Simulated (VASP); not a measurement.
# Cr (Im-3m) in VASP: further runs

Runs on Cr. Level: PBE. Tasks: single point.

Program: VASP 6.6.1. These are calculated values, not measurements. Logs are shortened: lines on timing, memory, paths and dates and some standing lists are left out, and cuts for length are marked.

### 1 The cell of the first run

It takes space group Im-3m (No. 229, cubic). Conventional cell: a = 2.884 Å, b = 2.884 Å, c = 2.884 Å, α = 90.00°, β = 90.00°, γ = 90.00°. Within 3.3 Å of Cr (site symmetry m-3m) lie 14 Cr at 2.50 to 2.88 Å.

### 2 Single point, PBE

Contents of INCAR:

```
SYSTEM = Cr
PREC = Accurate ; ENCUT = 500
EDIFF = 1E-6 ; ISMEAR = 0
SIGMA = 0.05 ; LREAL = .FALSE.
LASPH = .TRUE. ; NELM = 120
ALGO = Normal ; ISIF = 2
LWAVE = .FALSE. ; LCHARG = .FALSE.
GGA = PE ; NBANDS = 19
ISYM = 0 ; GGA_COMPAT = .FALSE.
```

Contents of KPOINTS:

```
Automatic mesh
0
G
  11 13 7
  0 0 0
```

Contents of POSCAR:

```
Cr
1.0
    0.0000000000     -2.8839000000      0.0000000000
   -1.4419500000      1.4419500000     -1.4419500000
    2.8839000000      0.0000000000     -2.8839000000
Cr
2
Direct
    0.0000000000      0.0000000000      0.0000000000
    0.5000000000      0.0000000000      0.5000000000
```

Potentials or basis: VASP PAW PBE potentials, release 64 (Cr_pv).

The run is started by

```sh
> cat potpaw_PBE.64/Cr_pv/POTCAR > POTCAR
> mpirun -np 1 vasp_std > vasp.out
```

OUTCAR:

```text
SYSTEM = Cr
   PREC = Accurate
   ENCUT = 500
   EDIFF = 1E-6
   ISMEAR = 0
   LREAL = .FALSE.
   LASPH = .TRUE.
   NELM = 120
   ISIF = 2
   GGA = PE
   ISYM = 0

 ion  position               nearest neighbor table
   1  0.000  0.000  0.000-   2 2.50   2 2.50   2 2.50   2 2.50   2 2.88   2 2.88   2 2.88   2 2.88

   2  0.500  0.000  0.500-   1 2.50   1 2.50   1 2.50   1 2.50   1 2.88   1 2.88   1 2.88   1 2.88

IMPORTANT INFORMATION: All symmetrisations will be switched off!
NOSYMM: (Re-)initialisation of all symmetry stuff for point group C_1.

----------------------------------------------------------------------------------------

                                     Primitive cell

  volume of cell :      23.9850

  direct lattice vectors                    reciprocal lattice vectors
     0.000000000 -2.883900000  0.000000000    -0.173376331 -0.346752661 -0.173376331
    -1.441950000  1.441950000 -1.441950000    -0.346752661  0.000000000 -0.346752661
     2.883900000  0.000000000 -2.883900000     0.173376331  0.000000000 -0.173376331

  length of vectors
     2.883900000  2.497530662  4.078450493     0.424683544  0.490382316  0.245191158

  position of ions in fractional coordinates (direct lattice)
     0.000000000  0.000000000  0.000000000
     0.500000000  0.000000000  0.500000000

  ion indices of the primitive-cell ions
   primitive index   ion index
                 1           1
                 2           2

----------------------------------------------------------------------------------------

 KPOINTS: Automatic mesh

Automatic generation of k-mesh.
 Grid dimensions read from file:
 generate k-points for:   11   13    7

 Generating k-lattice:

  Cartesian coordinates                     Fractional coordinates (reciprocal lattice)
    -0.015761485 -0.031522969 -0.015761485     0.090909091  0.000000000  0.000000000
    -0.026673282  0.000000000 -0.026673282     0.000000000  0.076923077  0.000000000
     0.024768047  0.000000000 -0.024768047     0.000000000  0.000000000  0.142857143

  Length of vectors
     0.038607595  0.037721717  0.035027308

  Shift w.r.t. Gamma in fractional coordinates (k-lattice)
     0.000000000  0.000000000  0.000000000

 -----------------------------------------------------------------------------
|                                                                             |
|           W    W    AA    RRRRR   N    N  II  N    N   GGGG   !!!           |
|           W    W   A  A   R    R  NN   N  II  NN   N  G    G  !!!           |
|           W    W  A    A  R    R  N N  N  II  N N  N  G       !!!           |
|           W WW W  AAAAAA  RRRRR   N  N N  II  N  N N  G  GGG   !            |
[... 63 lines left out ...]
   LASPH  =      T    aspherical Exc in radial PAW
   ENCUT  =  500.0 eV  36.75 Ry    6.06 a.u.   5.26  4.55  7.44*2*pi/ulx,y,z
   NELM   =    120;   NELMIN=  2; NELMDL= -5     # of ELM steps
   EDIFF  = 0.1E-05   stopping-criterion for ELM
   LREAL  =      F    real-space projection
   EDIFFG = 0.1E-04   stopping-criterion for IOM
   NSW    =      0    number of steps for IOM
   IBRION =     -1    ionic relax: 0-MD 1-quasi-New 2-CG
   NFREE  =      0    steps in history (QN), initial steepest desc. (CG)
   ISIF   =      2    stress and relaxation
   ISYM   =      0    0-nonsym 1-usesym 2-fastsym
   POTIM  = 0.5000    time-step for ionic-motion
   TEBEG  =    0.0;   TEEND  =   0.0 temperature during run
   PSTRESS=    0.0 pullay stress
   NELECT =      24.0000    total number of electrons
   NUPDOWN=      -1.0000    fix difference up-down
   EMIN   =  10.00;   EMAX   =-10.00  energy-range for DOS
   EFERMI =   0.00;   METHOD = LEGACY
   ISMEAR =     0;   SIGMA  =   0.05  broadening in eV -4-tet -1-fermi 0-gaus
   EFERMI_NEDOS =   21; number of points for ismear=-14 and -15
   IALGO  =     38    algorithm
   IMIX   =      4    mixing-type and parameters
     AMIX     =   0.40;   BMIX     =  1.00
     AMIX_MAG =   1.60;   BMIX_MAG =  1.00
  volume/ion in A,a.u.               =      11.99        80.93
  Fermi-wavevector in a.u.,A,eV,Ry     =   1.637439  3.094310 36.480015  2.681205
  Thomas-Fermi vector in A             =   2.728578
   LORBIT       =      0    0 simple, 1 ext, 2 COOP (PROOUT), +10 PAW based schemes
   GGA     = PE    functional components
   LHFCALC =     F    Hartree Fock is set to
   AEXX    =    0.0000 exact exchange contribution
   IVDW    =     0    specifies the selected vdW correction
   LEPSILON=     F    determine dielectric tensor
   LRPA    =     F    only Hartree local field effects (RPA)
 non-spin polarized calculation
 Gauss-broadening in eV      SIGMA  =   0.05
  energy-cutoff  :      500.00
  volume of cell :       23.99
 maximum number of plane-waves:       633
 NGX is ok and might be reduce to    24
   NGX = 11   NGY =  9   NGZ = 15

 number of electron      23.9999981 magnetization

 Free energy of the ion-electron system (eV)
  ---------------------------------------------------
  ext. energy  EPLUGINS =         0.00000000
  ---------------------------------------------------
  free energy    TOTEN  =       -19.00916611 eV

  energy without entropy =      -19.00789923  energy(sigma->0) =      -19.00853267

 E-fermi :  10.4177     XC(G=0): -13.4589

 val. band max:       10.3874707949   @ k =   0.0909  -0.3077   0.4286
 cond. band min:      10.4211511238   @ k =   0.0000   0.1538   0.4286
 fundamental gap:      0.0336803289
 Fermi energy:        10.4176928379

 k-point     1 :       0.0000    0.0000    0.0000
  band No.  band energies     occupation
      1     -33.1541      2.00000
      2     -32.6020      2.00000
      3     -32.3498      2.00000
      4     -32.3456      2.00000
      5     -32.3440      2.00000
      6     -32.3427      2.00000
[... 505 lines left out ...]
      6     -32.5148      2.00000
[... 11 lines left out ...]
     18      17.5049      0.00000
     19      17.5123      0.00000

 [... further k-points ...]
[... 5 lines left out ...]
  --------------------------------------------------------------------------------------
  -------------------------------------------------------------------------------------
  Total       -1.4052659     -1.4487851     -1.4052676     -0.0137908     -0.0137846      0.0133937
  in kB      -93.8703604    -96.7774040    -93.8704781     -0.9212120     -0.9207982      0.8946858
  external PRESSURE =     -94.8394142 kB  Pullay stress =       0.0000000 kB

 VOLUME and BASIS-vectors are now :
 -----------------------------------------------------------------------------
  energy-cutoff  :      500.00
  volume of cell :       23.99
      direct lattice vectors                 reciprocal lattice vectors
     0.000000000 -2.883900000  0.000000000    -0.173376331 -0.346752661 -0.173376331
    -1.441950000  1.441950000 -1.441950000    -0.346752661  0.000000000 -0.346752661
     2.883900000  0.000000000 -2.883900000     0.173376331  0.000000000 -0.173376331

 POSITION                                       TOTAL-FORCE (eV/Angst)
 -----------------------------------------------------------------------------------
      0.00000      0.00000      0.00000         0.000000      0.000000     -0.000002
      1.44195     -1.44195     -1.44195        -0.000000     -0.000000      0.000002
 -----------------------------------------------------------------------------------
    total drift:                                0.000001     -0.000000     -0.000001

  FREE ENERGIE OF THE ION-ELECTRON SYSTEM (eV)
  ---------------------------------------------------
  free  energy   TOTEN  =       -19.0091661065 eV

  energy  without entropy=      -19.0078992303  energy(sigma->0) =      -19.00853267
```

OSZICAR:

```text
N       E                     dE             d eps       ncg     rms          rms(c)
DAV:   1     0.234536456009E+03    0.23454E+03   -0.13627E+04 19062   0.150E+03
DAV:   2    -0.143793132445E+02   -0.24892E+03   -0.24342E+03 19273   0.431E+02
DAV:   3    -0.223422836996E+02   -0.79630E+01   -0.78440E+01 20125   0.918E+01
DAV:   4    -0.224680464921E+02   -0.12576E+00   -0.12558E+00 25561   0.105E+01
DAV:   5    -0.224703415510E+02   -0.22951E-02   -0.22916E-02 21283   0.131E+00    0.176E+01
DAV:   6    -0.190364793537E+02    0.34339E+01   -0.15754E+01 19734   0.457E+01    0.290E+00
DAV:   7    -0.190289253133E+02    0.75540E-02   -0.37634E-01 20940   0.496E+00    0.167E+00
DAV:   8    -0.190096273945E+02    0.19298E-01   -0.19950E-02 23986   0.177E+00    0.206E-01
DAV:   9    -0.190093673057E+02    0.26009E-03   -0.47498E-03 21137   0.776E-01    0.175E-01
DAV:  10    -0.190092295831E+02    0.13772E-03   -0.17203E-03 25302   0.506E-01    0.894E-02
DAV:  11    -0.190091657734E+02    0.63810E-04   -0.13297E-04 20888   0.125E-01    0.382E-02
DAV:  12    -0.190091645128E+02    0.12606E-05   -0.62675E-06 22973   0.256E-02    0.351E-03
DAV:  13    -0.190091658104E+02   -0.12975E-05   -0.18602E-07 12463   0.448E-03    0.808E-04
DAV:  14    -0.190091661065E+02   -0.29618E-06   -0.27963E-08 12429   0.131E-03
   1 F= -.19009166E+02 E0= -.19008533E+02  d E =-.126688E-02
```

stdout:

```text
POSCAR found type information on POSCAR Cr
 POSCAR found :  1 types and       2 ions
 scaLAPACK will be used
 LDA part: xc-table for (Slater+PW92), standard interpolation
 -----------------------------------------------------------------------------
|                                                                             |
|           W    W    AA    RRRRR   N    N  II  N    N   GGGG   !!!           |
|           W    W   A  A   R    R  NN   N  II  NN   N  G    G  !!!           |
|           W    W  A    A  R    R  N N  N  II  N N  N  G       !!!           |
|           W WW W  AAAAAA  RRRRR   N  N N  II  N  N N  G  GGG   !            |
|           WW  WW  A    A  R   R   N   NN  II  N   NN  G    G                |
|           W    W  A    A  R    R  N    N  II  N    N   GGGG   !!!           |
|                                                                             |
|     Your reciprocal lattice and k-lattice belong to different lattice       |
|     classes:                                                                |
|                                                                             |
|        The reciprocal lattice is base centered orthorhombic,                |
|        whereas your k-lattice is simple monoclinic.                         |
|                                                                             |
|     Results are often still useful ...                                      |
|                                                                             |
 -----------------------------------------------------------------------------

 POSCAR, INCAR and KPOINTS ok, starting setup
 FFT: planning ... GRIDC
 FFT: planning ... GRID_SOFT
 FFT: planning ... GRID
 WAVECAR not read
 entering main loop
```

It took 4.6 min on 1 thread of Oxide Virtual Turin-like, shared host; peak memory 0.25 GiB.

What came out:

* Free energy: -19.0092 eV
* Pressure: -9.5 GPa
* Band gap on the k mesh: zero (bands 12 and 13 overlap by 1.72 eV)

Levels at points of the mesh, in eV from the Fermi level:
```tsv
k point	band 8	band 9	band 10	band 11	band 12	band 13	band 14	band 15	band 16	band 17
(0.00, 0.00, 0.00)	-4.22	-2.31	-0.85	-0.85	-0.85	1.06	1.10	1.11	1.11	1.42
```

Caveat: the cell stands under tension; the run has no spin polarisation, though such a crystal can be magnetic.

### 3 Single point, PBE, collinear spin, zero start

Contents of INCAR:

```
SYSTEM = Cr
PREC = Accurate
ENCUT = 500
EDIFF = 1E-6
ISMEAR = 0
SIGMA = 0.05
LREAL = .FALSE.
LASPH = .TRUE.
NELM = 200
ALGO = Normal
ISIF = 2
LWAVE = .FALSE.
LCHARG = .TRUE.
ISPIN = 2
MAGMOM = 0 0
LORBIT = 11
LMAXMIX = 4
GGA = PE
LELF = .TRUE.
LVHAR = .TRUE.
ISYM = 0
NBANDS = 23
GGA_COMPAT = .FALSE.
```

KPOINTS is that of step 2.

POSCAR is that of step 2.

Potentials or basis: VASP PAW PBE potentials, release 64 (Cr_pv).

The run is started by

```sh
> cat potpaw_PBE.64/Cr_pv/POTCAR > POTCAR
> mpirun -np 1 vasp_std > vasp.out
```

OUTCAR:

```text
SYSTEM = Cr
   PREC = Accurate
   ENCUT = 500
   EDIFF = 1E-6
   ISMEAR = 0
   LREAL = .FALSE.
   LASPH = .TRUE.
   NELM = 200
   ISIF = 2
   ISPIN = 2
   LORBIT = 11
   GGA = PE
   ISYM = 0

 ion  position               nearest neighbor table
   1  0.000  0.000  0.000-   2 2.50   2 2.50   2 2.50   2 2.50   2 2.88   2 2.88   2 2.88   2 2.88

   2  0.500  0.000  0.500-   1 2.50   1 2.50   1 2.50   1 2.50   1 2.88   1 2.88   1 2.88   1 2.88

IMPORTANT INFORMATION: All symmetrisations will be switched off!
NOSYMM: (Re-)initialisation of all symmetry stuff for point group C_1.

----------------------------------------------------------------------------------------

                                     Primitive cell

[... 1438 lines left out ...]
  energy-cutoff  :      500.00
  volume of cell :       23.99
      direct lattice vectors                 reciprocal lattice vectors
     0.000000000 -2.883900000  0.000000000    -0.173376331 -0.346752661 -0.173376331
    -1.441950000  1.441950000 -1.441950000    -0.346752661  0.000000000 -0.346752661
     2.883900000  0.000000000 -2.883900000     0.173376331  0.000000000 -0.173376331

 POSITION                                       TOTAL-FORCE (eV/Angst)
 -----------------------------------------------------------------------------------
      0.00000      0.00000      0.00000        -0.000000      0.000000      0.000000
      1.44195     -1.44195     -1.44195         0.000000     -0.000000     -0.000000
 -----------------------------------------------------------------------------------
    total drift:                                0.000002     -0.000001      0.000003

  FREE ENERGIE OF THE ION-ELECTRON SYSTEM (eV)
  ---------------------------------------------------
  free  energy   TOTEN  =       -19.0091659763 eV

  energy  without entropy=      -19.0078990542  energy(sigma->0) =      -19.00853252

 total charge

# of ion       s       p       d       tot
------------------------------------------
    1        0.427   6.385   4.165  10.977
    2        0.427   6.385   4.165  10.977
--------------------------------------------------
tot          0.854  12.769   8.331  21.954

 magnetization (x)

# of ion       s       p       d       tot
------------------------------------------
    1        0.000   0.000   0.000   0.000
    2        0.000  -0.000   0.000   0.000
--------------------------------------------------
tot          0.000  -0.000   0.000   0.000
```

stdout:

```text
POSCAR found type information on POSCAR Cr
 POSCAR found :  1 types and       2 ions
 scaLAPACK will be used
 LDA part: xc-table for (Slater+PW92), standard interpolation
 -----------------------------------------------------------------------------
|                                                                             |
|           W    W    AA    RRRRR   N    N  II  N    N   GGGG   !!!           |
|           W    W   A  A   R    R  NN   N  II  NN   N  G    G  !!!           |
|           W    W  A    A  R    R  N N  N  II  N N  N  G       !!!           |
|           W WW W  AAAAAA  RRRRR   N  N N  II  N  N N  G  GGG   !            |
|           WW  WW  A    A  R   R   N   NN  II  N   NN  G    G                |
|           W    W  A    A  R    R  N    N  II  N    N   GGGG   !!!           |
|                                                                             |
|     Your reciprocal lattice and k-lattice belong to different lattice       |
|     classes:                                                                |
|                                                                             |
|        The reciprocal lattice is base centered orthorhombic,                |
|        whereas your k-lattice is simple monoclinic.                         |
|                                                                             |
|     Results are often still useful ...                                      |
|                                                                             |
 -----------------------------------------------------------------------------

 POSCAR, INCAR and KPOINTS ok, starting setup
 FFT: planning ... GRIDC
 FFT: planning ... GRID_SOFT
 FFT: planning ... GRID
 WAVECAR not read
 entering main loop
```

Run time: 10 min. Hardware: 1 thread of Oxide Virtual Turin-like, shared host; peak memory 0.39 GiB.

What came out:

```
Free energy                                           : -19.0092 eV
Pressure                                              : -9.5 GPa
Band gap on the k mesh                                : zero (filled and empty bands overlap)
Net moment                                            : 0.00 μB per cell
Valence electrons inside the program's atomic spheres : Cr 10.98
```

Caveat: the cell stands under tension; an empty level that is flat over the whole mesh can mark a ghost state of the potentials, or a narrow d or f band; no moment was typed at the start, so none could form.

The gap in the log of VASP goes by the Fermi energy; the results here count the filled bands.